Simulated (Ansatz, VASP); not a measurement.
## TiSi16 in VASP and in Ansatz

```
CELL_PARAMETERS angstrom
0.00000 5.43000 5.43000
5.43000 0.00000 5.43000
5.43000 5.43000 0.00000
ATOMIC_POSITIONS crystal
Si 0.99296 0.00011 0.99974
Si 0.12522 0.12500 0.12492
Si 0.99213 0.99961 0.50779
Si 0.11379 0.13228 0.62667
Si 0.99227 0.50778 0.99936
Si 0.11381 0.62700 0.13183
Si 0.99118 0.50271 0.50227
Si 0.11362 0.62658 0.62636
Si 0.48760 0.00461 0.00487
Si 0.61109 0.12450 0.12403
Si 0.48714 0.99919 0.50705
Si 0.61054 0.12317 0.64185
Si 0.48715 0.50732 0.99866
Si 0.61063 0.64168 0.12297
Si 0.48700 0.50621 0.50617
Si 0.62066 0.62618 0.62568
Ti 0.73870 0.25396 0.25394
```

Alike in both runs: functional PBE; dispersion D3(BJ); k mesh 2 × 2 × 2; occupations fermi-dirac, width 0.02 eV; no spin polarisation.

Ansatz relaxed the structure, and its values are those at the end. VASP's run is a single point on that final structure, the one shown.

|  | VASP | Ansatz |
| --- | --- | --- |
| version | VASP 6.6.1 | Ansatz 0.2.0 |
| potentials or method | VASP PAW PBE potentials, release 64 (Si, Ti_sv), cutoff 520 eV | scalar-relativistic, plane waves, PAW |
| valence electrons in the cell | 76 | 76 |

|  | VASP | Ansatz | Ansatz less VASP |
| --- | --- | --- | --- |
| rms of the force components (eV/Å) | 0.007 | 0.006 | -0.0013 |

The k mesh is coarse, so the values compare programs but aren't converged.
